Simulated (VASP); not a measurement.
Runs of VASP 6.6.1 on Be. The structure is that of space group P6_3/mmc (No. 194), or close to it. The cells are those of the table. 

| task | cell | cutoff (eV) | gap on the mesh (eV) | pressure (GPa) |
| --- | --- | --- | --- | --- |
| single point | a = 2.228, b = 2.228, c = 3.512 Å, angles 90.0, 90.0, 120.0°, 2 atoms | 520 | none | 0.4 |
| single point | a = 2.205, b = 2.205, c = 3.482 Å, angles 90.0, 90.0, 120.0°, 2 atoms | 520 | none | 4.5 |
| relaxation of cell and atoms | relaxed to 7 GPa from a = 2.228, b = 2.228, c = 3.512 Å, angles 90.0, 90.0, 120.0°, 2 atoms | 600 | none | 7.0 |
| single point | a = 2.190, b = 2.190, c = 3.461 Å, angles 90.0, 90.0, 120.0°, 2 atoms | 520 | none | 7.5 |
| relaxation of cell and atoms | relaxed to 2 GPa from a = 2.228, b = 2.228, c = 3.512 Å, angles 90.0, 90.0, 120.0°, 2 atoms | 600 | none | 2.0 |
| single point | a = 2.176, b = 2.176, c = 3.441 Å, angles 90.0, 90.0, 120.0°, 2 atoms | 520 | none | 10.5 |
| relaxation of cell and atoms | relaxed to 4 GPa from a = 2.228, b = 2.228, c = 3.512 Å, angles 90.0, 90.0, 120.0°, 2 atoms | 600 | none | 4.0 |
| single point | a = 2.222, b = 2.222, c = 3.504 Å, angles 90.0, 90.0, 120.0°, 2 atoms | 520 | none | (b) |
| single point | a = 2.154, b = 2.154, c = 3.410 Å, angles 90.0, 90.0, 120.0°, 2 atoms | 520 | none | 15.6 |
| relaxation of cell and atoms | relaxed to 1 GPa from a = 2.228, b = 2.228, c = 3.512 Å, angles 90.0, 90.0, 120.0°, 2 atoms | 600 | none | 1.0 |
| single point | a = 2.216, b = 2.216, c = 3.497 Å, angles 90.0, 90.0, 120.0°, 2 atoms | 520 | none | (a) |

Alike in all rows: level LDA; potentials or basis VASP PAW LDA potentials, release 64 (Be); no spin polarisation; k mesh 24 × 24 × 14; smearing fermi-dirac 0.08 eV.

Problem. Fill in the values left out.

Solution. (a) 2.5; (b) 1.5.

Caveats: the cell stands under pressure (at least some runs); the cell is relaxed towards a set pressure, so the run minimises the enthalpy, not the energy (at least some runs).

A gap of «none» marks levels without a gap at the run's occupations.
